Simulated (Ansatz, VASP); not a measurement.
# Two plane-wave programs on GaSb

INCAR

```
SYSTEM = GaSb
PREC = Accurate
ENCUT = 520
EDIFF = 1E-6
ISMEAR = 0
SIGMA = 0.1
LREAL = .False.
LASPH = .True.
NELM = 80
ALGO = Normal
ISIF = 2
LWAVE = .False.
LCHARG = .False.
GGA = PE
NBANDS = 16
```

File KPOINTS:

```
regular mesh
0
Gamma
  16 16 16
  0 0 0
```

File POSCAR:

```
GaSb
1.0
   -1.9367620161      1.9367620161      3.5175686779
    1.9367620161     -1.9367620161      3.5175686779
    1.9367620161      1.9367620161     -3.5175686779
Ga Sb
1 1
Direct
    0.2447460298      0.2447460298      0.0000000000
    0.8582265602      0.8582265602      0.0000000000
```

Input for Ansatz:

```yaml
crystal:
  lattice:
    - [-1.9367620161, 1.9367620161, 3.5175686779]
    - [1.9367620161, -1.9367620161, 3.5175686779]
    - [1.9367620161, 1.9367620161, -3.5175686779]
  atoms:
    - { symbol: Ga, position: [0.2447460298, 0.2447460298, 0.0] }
    - { symbol: Sb, position: [0.8582265602, 0.8582265602, 0.0] }
basis:
  ecutwfc: 420
kpoints:
  mp_grid: { grid: [16, 16, 16] }
  band_path:
    path:
      - [[0.0, 0.0, 0.0], [0.0, 0.0, 0.5], [0.25, 0.25, 0.25], [0.0, 0.5, 0.0], [0.0, 0.0, 0.0], [0.5, 0.5, -0.5], [0.32578921, 0.67421079, -0.32578921]]
      - [[-0.32578921, 0.32578921, 0.32578921], [0.0, 0.0, 0.0]]
      - [[0.0, 0.0, 0.5], [-0.15157841, 0.15157841, 0.5]]
      - [[0.5, 0.5, -0.15157841], [0.5, 0.5, -0.5]]
    npoints: 14
hamiltonian:
  xc: pbe
scf:
  occupations: { method: gaussian, width: 0.1 }
  n_extra_bands: 6
output:
  forces: true
  stress: true
  eigenvalues: true
  populations: true
  dos: { projected: true, de: 0.02, nscf_kmesh: { grid: [20, 20, 20] } }
  bader: true
  write_density: true
  write_potential: true
  elf: true
  volumetric_format: npy
```

Alike in both runs: task single point; functional PBE; k mesh 16 × 16 × 16; occupations gaussian, width 0.1 eV; no spin polarisation.

|  | VASP | Ansatz |
| --- | --- | --- |
| version | VASP 6.6.1 | Ansatz 0.2.0 |
| potentials or method | VASP PAW PBE potentials, release 64 (Ga_d, Sb), cutoff 520 eV | scalar-relativistic, plane waves, PAW |
| valence electrons in the cell | 18 | 28 |

```tsv
	VASP	Ansatz	Ansatz less VASP
gap on the k mesh at the Fermi level (eV)	none	none	-
pressure (GPa)	0.0	0.0	-0.03
rms of the force components (eV/Å)	0.007	0.004	-0.0033
```

Atom by atom the forces differ by 0.003 eV/Å (rms over components). A gap of «none» marks a metal or a gap that the smearing closes. VASP's potentials hold 18 valence electrons a cell and Ansatz's 28, so a difference there can come from the potentials and not from the codes.

Spin-orbit coupling is off throughout.
